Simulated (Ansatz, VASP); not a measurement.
**One calculation of Cu2H3, two programs**

INCAR

```
SYSTEM = Cu2H3
ALGO = Normal
EDIFF = 1E-7
EDIFFG = -0.04
ENCUT = 600
GGA = PE
IBRION = 2
ISIF = 3
ISMEAR = 0
LASPH = .True.
LCHARG = .False.
LREAL = .False.
LWAVE = .False.
NELM = 80
NSW = 90
PREC = Accurate
SIGMA = 0.1
```

Contents of KPOINTS:

```
k-points
0
Gamma
  6 6 4
  0 0 0
```

Contents of POSCAR:

```
Cu2H3
1.0
    3.4928258500      0.0000000000      0.0000000000
    0.0000000000      3.4928258500      0.0000000000
    0.0000000000      0.0000000000      4.7428259200
Cu H
2 3
Direct
    0.5000000000      0.0000000000      0.0000000000
    0.0000000000      0.5000000000      0.0000000000
    0.5000000000      0.0000000000      0.5000000000
    0.0000000000      0.5000000000      0.5000000000
    0.0000000000      0.0000000000      0.0000000000
```

Input for Ansatz:

```yaml
crystal:
  lattice:
    - [3.49282585, 0.0, 0.0]
    - [0.0, 3.49282585, 0.0]
    - [0.0, 0.0, 4.74282592]
  atoms:
    - { symbol: Cu, position: [0.5, 0.0, 0.0] }
    - { symbol: Cu, position: [0.0, 0.5, 0.0] }
    - { symbol: H, position: [0.5, 0.0, 0.5] }
    - { symbol: H, position: [0.0, 0.5, 0.5] }
    - { symbol: H, position: [0.0, 0.0, 0.0] }
basis:
  ecutwfc: 420
kpoints:
  mp_grid: { grid: [6, 6, 4] }
hamiltonian:
  xc: pbe
scf:
  occupations: { method: gaussian, width: 0.1 }
  lower_state_search: "off"
output:
  forces: true
  stress: true
  eigenvalues: true
relax:
  adjacent_minimum: "off"
  f_tol: 0.04
  max_steps: 70
  cell: { stress_tol: 0.4 }
```

Alike in both runs: task relaxation of cell and atoms; functional PBE; k mesh 6 × 6 × 4; occupations gaussian, width 0.1 eV; no spin polarisation.

```csv
,VASP,Ansatz
version,VASP 6.6.1,Ansatz 0.2.0
potentials or method,"VASP PAW PBE potentials, release 64 (Cu, H), cutoff 600 eV","scalar-relativistic, plane waves, PAW"
valence electrons in the cell,25,41
```

VASP gave:

- gap on the k mesh at the Fermi level, each at its own relaxed structure (eV): none
- relaxed volume (Å³/atom): 8.72
- relaxed cell length with the largest relative difference (Å): 3.163

Q: Which values does Ansatz return?

A: gap on the k mesh at the Fermi level, each at its own relaxed structure (eV): none; relaxed volume (Å³/atom): 8.69; relaxed cell length with the largest relative difference (Å): 3.158.

A gap of «none» marks a metal or a gap that the smearing closes. VASP's potentials hold 25 valence electrons a cell and Ansatz's 41, so a difference there can come from the potentials and not from the codes.

Noted on VASP's run: the volume moved by over 15 % at a fixed basis, so the end points are rough.
